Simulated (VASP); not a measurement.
# ZrC (km) (Fm-3m) in VASP: single point with PBEsol

Aim: the single point of ZrC (km) with PBEsol.

Everything below comes from runs of VASP 6.6.1. Logs are shortened: lines on timing, memory, paths and dates and some standing lists are left out, and cuts for length are marked.

### Step 1. The cell of the first run

The structure is cubic, space group Fm-3m (No. 225). The conventional cell has a = 4.669 Å, b = 4.669 Å, c = 4.669 Å, α = 90.00°, β = 90.00°, γ = 90.00°. Within 3.1 Å of Zr (site symmetry m-3m) lie 6 C at 2.33 Å. C (site symmetry m-3m) has 6 Zr at 2.33 Å within 3.1 Å.

### Step 2. Single point, PBEsol

INCAR

```
SYSTEM = ZrC
PREC = Accurate
ENCUT = 600
EDIFF = 1E-6
ISMEAR = 0
SIGMA = 0.1
LREAL = .False.
LASPH = .True.
NELM = 120
ALGO = Normal
ISIF = 2
LWAVE = .False.
LCHARG = .False.
GGA = PS
NBANDS = 15
GGA_COMPAT = .False.
```

KPOINTS

```
regular mesh
0
Gamma
  6 6 6
  0 0 0
```

POSCAR

```
ZrC
1.0
    0.0000000000      2.3347046240      2.3347046240
    2.3347046240      0.0000000000      2.3347046240
    2.3347046240      2.3347046240      0.0000000000
Zr C
1 1
Direct
    0.5000000000      0.5000000000      0.5000000000
    0.0000000000      0.0000000000      0.0000000000
```

Potentials or basis: VASP PAW PBE potentials, release 64 (Zr_sv, C).

On the command line:

```bash
$ cat potpaw_PBE.64/Zr_sv/POTCAR potpaw_PBE.64/C/POTCAR > POTCAR
$ mpirun -np 1 vasp_std > vasp.out
```

OUTCAR:

```text
SYSTEM = ZrC
   PREC = Accurate
   ENCUT = 600
   EDIFF = 1E-6
   ISMEAR = 0
   LREAL = .False.
   LASPH = .True.
   NELM = 120
   ISIF = 2
   GGA = PS

 ion  position               nearest neighbor table
   1  0.500  0.500  0.500-   2 2.33   2 2.33   2 2.33   2 2.33   2 2.33   2 2.33
   2  0.000  0.000  0.000-   1 2.33   1 2.33   1 2.33   1 2.33   1 2.33   1 2.33

  LATTYP: Found a face centered cubic cell.
 ALAT       =     4.6694092480

  Lattice vectors:

 A1 = (   0.0000000000,   2.3347046240,   2.3347046240)
 A2 = (   2.3347046240,   0.0000000000,   2.3347046240)
 A3 = (   2.3347046240,   2.3347046240,   0.0000000000)

Analysis of symmetry for initial positions (statically):
=====================================================================
 Subroutine PRICEL returns:
 Original cell was already a primitive cell.

 Routine SETGRP: Setting up the symmetry group for a
 face centered cubic supercell.

 Subroutine GETGRP returns: Found 48 space group operations
 (whereof 48 operations were pure point group operations)
 out of a pool of 48 trial point group operations.

The static configuration has the point symmetry O_h .

Analysis of symmetry for dynamics (positions and initial velocities):
=====================================================================
 Subroutine PRICEL returns:
 Original cell was already a primitive cell.

 Routine SETGRP: Setting up the symmetry group for a
 face centered cubic supercell.

 Subroutine GETGRP returns: Found 48 space group operations
 (whereof 48 operations were pure point group operations)
 out of a pool of 48 trial point group operations.

The dynamic configuration has the point symmetry O_h .

 Subroutine INISYM returns: Found 48 space group operations
 (whereof 48 operations are pure point group operations),
 and found     1 'primitive' translations

----------------------------------------------------------------------------------------

                                     Primitive cell

  volume of cell :      25.4522

  direct lattice vectors                    reciprocal lattice vectors
     0.000000000  2.334704624  2.334704624    -0.214159853  0.214159853  0.214159853
     2.334704624  0.000000000  2.334704624     0.214159853 -0.214159853  0.214159853
     2.334704624  2.334704624  0.000000000     0.214159853  0.214159853 -0.214159853

  length of vectors
     3.301770943  3.301770943  3.301770943     0.370935747  0.370935747  0.370935747

  position of ions in fractional coordinates (direct lattice)
     0.500000000  0.500000000  0.500000000
     0.000000000  0.000000000  0.000000000

  ion indices of the primitive-cell ions
   primitive index   ion index
                 1           1
                 2           2

----------------------------------------------------------------------------------------

 KPOINTS: regular mesh

Automatic generation of k-mesh.
 Grid dimensions read from file:
 generate k-points for:    6    6    6

 Generating k-lattice:

  Cartesian coordinates                     Fractional coordinates (reciprocal lattice)
    -0.035693309  0.035693309  0.035693309     0.166666667  0.000000000  0.000000000
     0.035693309 -0.035693309  0.035693309     0.000000000  0.166666667  0.000000000
     0.035693309  0.035693309 -0.035693309     0.000000000  0.000000000  0.166666667

  Length of vectors
     0.061822625  0.061822625  0.061822625

  Shift w.r.t. Gamma in fractional coordinates (k-lattice)
     0.000000000  0.000000000  0.000000000

 Subroutine IBZKPT returns following result:
 ===========================================

 Found     16 irreducible k-points:

 Following reciprocal coordinates:
            Coordinates               Weight
  0.000000  0.000000  0.000000      1.000000
  0.166667  0.000000  0.000000      8.000000
  0.333333  0.000000  0.000000      8.000000
  0.500000  0.000000  0.000000      4.000000
  0.166667  0.166667  0.000000      6.000000
  0.333333  0.166667  0.000000     24.000000
[... 8 lines left out ...]
 -0.333333  0.333333  0.166667     24.000000
 -0.333333  0.500000  0.166667     12.000000
   k-points           NKPTS =     16   k-points in BZ     NKDIM =     16   number of bands    NBANDS=     15
   number of dos      NEDOS =    301   number of ions     NIONS =      2
   total plane-waves  NPLWV =  21952
   dimension x,y,z NGX =    28 NGY =   28 NGZ =   28
   dimension x,y,z NGXF=    56 NGYF=   56 NGZF=   56
   ions per type =               1   1
   NGX,Y,Z   is equivalent  to a cutoff of  14.10, 14.10, 14.10 a.u.
   NGXF,Y,Z  is equivalent  to a cutoff of  28.20, 28.20, 28.20 a.u.
 SYSTEM =  ZrC
   PREC   = accura    normal or accurate (medium, high low for compatibility)
   ISTART =      0    job   : 0-new  1-cont  2-samecut
   ICHARG =      2    charge: 1-file 2-atom 10-const
   ISPIN  =      1    spin polarized calculation?
   LNONCOLLINEAR =      F non collinear calculations
   LSORBIT =      F    spin-orbit coupling
   LASPH  =      T    aspherical Exc in radial PAW
   ENCUT  =  600.0 eV  44.10 Ry    6.64 a.u.   6.59  6.59  6.59*2*pi/ulx,y,z
   NELM   =    120;   NELMIN=  2; NELMDL= -5     # of ELM steps
   EDIFF  = 0.1E-05   stopping-criterion for ELM
   LREAL  =      F    real-space projection
   EDIFFG = 0.1E-04   stopping-criterion for IOM
   NSW    =      0    number of steps for IOM
   IBRION =     -1    ionic relax: 0-MD 1-quasi-New 2-CG
   NFREE  =      0    steps in history (QN), initial steepest desc. (CG)
   ISIF   =      2    stress and relaxation
   ISYM   =      2    0-nonsym 1-usesym 2-fastsym
   POTIM  = 0.5000    time-step for ionic-motion
   TEBEG  =    0.0;   TEEND  =   0.0 temperature during run
   PSTRESS=    0.0 pullay stress
   NELECT =      16.0000    total number of electrons
   NUPDOWN=      -1.0000    fix difference up-down
   EMIN   =  10.00;   EMAX   =-10.00  energy-range for DOS
   EFERMI =   0.00;   METHOD = LEGACY
   ISMEAR =     0;   SIGMA  =   0.10  broadening in eV -4-tet -1-fermi 0-gaus
   EFERMI_NEDOS =   21; number of points for ismear=-14 and -15
   IALGO  =     38    algorithm
   IMIX   =      4    mixing-type and parameters
     AMIX     =   0.40;   BMIX     =  1.00
     AMIX_MAG =   1.60;   BMIX_MAG =  1.00
  volume/ion in A,a.u.               =      12.73        85.88
  Fermi-wavevector in a.u.,A,eV,Ry     =   1.402403  2.650158 26.759049  1.966735
  Thomas-Fermi vector in A             =   2.525168
   LORBIT       =      0    0 simple, 1 ext, 2 COOP (PROOUT), +10 PAW based schemes
   GGA     = PS    functional components
   LHFCALC =     F    Hartree Fock is set to
   AEXX    =    0.0000 exact exchange contribution
   IVDW    =     0    specifies the selected vdW correction
   LEPSILON=     F    determine dielectric tensor
   LRPA    =     F    only Hartree local field effects (RPA)
 non-spin polarized calculation
 Gauss-broadening in eV      SIGMA  =   0.10
  energy-cutoff  :      600.00
  volume of cell :       25.45
 maximum number of plane-waves:       869
 NGX is ok and might be reduce to    28
   NGX = 13   NGY = 13   NGZ = 13

 number of electron      16.0000000 magnetization

 Free energy of the ion-electron system (eV)
  ---------------------------------------------------
  ext. energy  EPLUGINS =         0.00000000
  ---------------------------------------------------
  free energy    TOTEN  =       -20.56341719 eV

  energy without entropy =      -20.56276410  energy(sigma->0) =      -20.56309065

 E-fermi :   9.6508     XC(G=0): -12.3767

 val. band max:        9.4846642615   @ k =   0.3333   0.3333   0.0000
 cond. band min:       9.7889466672   @ k =   0.1667   0.1667   0.0000
 fundamental gap:      0.3042824057
 Fermi energy:         9.6508359571

 k-point     1 :       0.0000    0.0000    0.0000
  band No.  band energies     occupation
      1     -38.1810      2.00000
      2     -15.9084      2.00000
      3     -15.9084      2.00000
      4     -15.9084      2.00000
      5      -1.6191      2.00000
      6      10.6933      0.00000
      7      10.6933      0.00000
      8      10.6933      0.00000
      9      10.7829      0.00000
     10      10.7829      0.00000
     11      10.7829      0.00000
     12      12.5836      0.00000
     13      12.5836      0.00000
     14      17.2513      0.00000
     15      20.1402      0.00000

 k-point     2 :       0.1667    0.0000    0.0000
  band No.  band energies     occupation
      1     -38.1530      2.00000
      2     -16.1568      2.00000
      3     -15.9300      2.00000
      4     -15.9300      2.00000
      5      -0.9899      2.00000
      6       8.2688      2.00000
      7       8.8101      2.00000
      8       8.8101      2.00000
      9      11.5797      0.00000
     10      11.5797      0.00000
     11      12.0326      0.00000
     12      14.9876      0.00000
     13      14.9876      0.00000
     14      18.3593      0.00000
     15      21.7275      0.00000

 k-point     3 :       0.3333    0.0000    0.0000
  band No.  band energies     occupation
      1     -38.0964      2.00000
      2     -16.6216      2.00000
      3     -15.9728      2.00000
      4     -15.9728      2.00000
      5       0.4903      2.00000
      6       5.7263      2.00000
      7       7.2599      2.00000
      8       7.2599      2.00000
      9      13.1791      0.00000
     10      13.1791      0.00000
     11      13.2545      0.00000
     12      18.2778      0.00000
     13      18.2778      0.00000
     14      18.6476      0.00000
     15      23.8190      0.00000
[... 199 lines left out ...]
 k-point    15 :      -0.3333    0.3333    0.1667
  band No.  band energies     occupation
      1     -38.0399      2.00000
      2     -16.6055      2.00000
      3     -16.3528      2.00000
      4     -16.1365      2.00000
      5       0.5697      2.00000
      6       6.0216      2.00000
      7       7.2953      2.00000
      8       7.5131      2.00000
      9      13.0296      0.00000
     10      13.1977      0.00000
     11      15.3309      0.00000
     12      17.5901      0.00000
     13      17.9261      0.00000
     14      21.4418      0.00000
     15      23.6843      0.00000

 k-point    16 :      -0.3333    0.5000    0.1667
  band No.  band energies     occupation
      1     -38.0305      2.00000
      2     -16.5886      2.00000
      3     -16.3437      2.00000
      4     -16.2371      2.00000
      5       0.0771      2.00000
      6       7.4084      2.00000
      7       7.4718      2.00000
      8       7.6205      2.00000
      9      11.5934      0.00000
     10      14.4150      0.00000
     11      15.5479      0.00000
     12      16.1773      0.00000
     13      17.6099      0.00000
     14      22.3707      0.00000
     15      22.3951      0.00000

------------------------ aborting loop because EDIFF is reached ----------------------------------------

  FORCE on cell =-STRESS in cart. coord.  units (eV):
  Direction    XX          YY          ZZ          XY          YZ          ZX
  --------------------------------------------------------------------------------------
  -------------------------------------------------------------------------------------
  Total        0.0575615      0.0575615      0.0575615     -0.0000000      0.0000000      0.0000000
  in kB        3.6234056      3.6234056      3.6234056     -0.0000000      0.0000000      0.0000000
  external PRESSURE =       3.6234056 kB  Pullay stress =       0.0000000 kB

 VOLUME and BASIS-vectors are now :
 -----------------------------------------------------------------------------
  energy-cutoff  :      600.00
  volume of cell :       25.45
      direct lattice vectors                 reciprocal lattice vectors
     0.000000000  2.334704624  2.334704624    -0.214159853  0.214159853  0.214159853
     2.334704624  0.000000000  2.334704624     0.214159853 -0.214159853  0.214159853
     2.334704624  2.334704624  0.000000000     0.214159853  0.214159853 -0.214159853

 POSITION                                       TOTAL-FORCE (eV/Angst)
 -----------------------------------------------------------------------------------
      2.33470      2.33470      2.33470        -0.000000     -0.000000     -0.000000
      0.00000      0.00000      0.00000         0.000000      0.000000      0.000000
 -----------------------------------------------------------------------------------
    total drift:                                0.000000      0.000000      0.000000

  FREE ENERGIE OF THE ION-ELECTRON SYSTEM (eV)
  ---------------------------------------------------
  free  energy   TOTEN  =       -20.5634171934 eV

  energy  without entropy=      -20.5627640989  energy(sigma->0) =      -20.56309065
```

Wall time 23 s (1 thread of AMD EPYC 7R13, shared host); peak memory 0.13 GiB.

What came out:

```yaml
Free_energy: -20.5634 eV
Pressure: 0.4 GPa
Band_gap_on_the_k_mesh: zero (band 8 reaches 10.69 eV, above the bottom of band 9 at 9.48 eV)
```

Caveat: the k points lie up to 0.39 Å⁻¹ apart; the PAW data sets were made with another functional, which shifts forces and pressure a little.
